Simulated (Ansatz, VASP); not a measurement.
BiB in VASP and in Ansatz

The input POSCAR:

```
BiB
1.0
    0.0000000000      2.7448744688      2.7448744688
    2.7448744688      0.0000000000      2.7448744688
    2.7448744688      2.7448744688      0.0000000000
B Bi
1 1
Direct
    0.0000000000      0.0000000000      0.0000000000
    0.2500000000      0.2500000000      0.2500000000
```

Contents of INCAR.step1:

```
SYSTEM = BiB
  PREC = Accurate
  ENCUT = 550
  ISMEAR = 0
  SIGMA = 0.01
  LREAL = .FALSE.
  LASPH = .TRUE.
  NELM = 120
  NBANDS = 16
  GGA = PE
  ALGO = Normal
  EDIFF = 1E-5
  LWAVE = .TRUE.
  LCHARG = .FALSE.
  GGA_COMPAT = .FALSE.
```

File INCAR.step2:

```
SYSTEM = BiB
  PREC = Accurate
  ENCUT = 550
  EDIFF = 1E-6
  ISMEAR = 0
  SIGMA = 0.01
  LREAL = .FALSE.
  LASPH = .TRUE.
  NELM = 120
  ALGO = Normal
  ISIF = 2
  LWAVE = .FALSE.
  LCHARG = .FALSE.
  METAGGA = R2SCAN
  LMIXTAU = .TRUE.
  NBANDS = 16
  ISTART = 1
  GGA_COMPAT = .FALSE.
```

KPOINTS

```
regular mesh
0
G
  6 6 6
  0 0 0
```

Input for Ansatz:

```yaml
crystal:
  lattice:
    - [0.0, 2.7448744688, 2.7448744688]
    - [2.7448744688, 0.0, 2.7448744688]
    - [2.7448744688, 2.7448744688, 0.0]
  atoms:
    - { symbol: B, position: [0.0, 0.0, 0.0] }
    - { symbol: Bi, position: [0.25, 0.25, 0.25] }
kpoints:
  mp_grid: { grid: [6, 6, 6] }
hamiltonian:
  xc: r2scan
scf:
  occupations: { method: fixed }
  n_extra_bands: 4
output:
  forces: true
  stress: true
  eigenvalues: true
```

Alike in both runs: task single point; functional r2SCAN; k mesh 6 × 6 × 6; no spin polarisation.

```csv
,VASP,Ansatz
version,VASP 6.6.1,Ansatz 0.2.0
potentials or method,"VASP PAW PBE potentials, release 64 (B, Bi_d)",plane waves
plane-wave cutoff (eV),550,500
occupations,"gaussian, width 0.01 eV",fixed
valence electrons in the cell,18,18
```

Ansatz gave:

* gap on the k mesh at the Fermi level (eV): 0.39
* pressure (GPa): -0.1

Question: What did VASP give for the same quantities?

Answer: gap on the k mesh at the Fermi level (eV): 0.40; pressure (GPa): -0.2.

VASP's potentials were made for PBE, not for r2SCAN.

Spin-orbit coupling is off throughout.
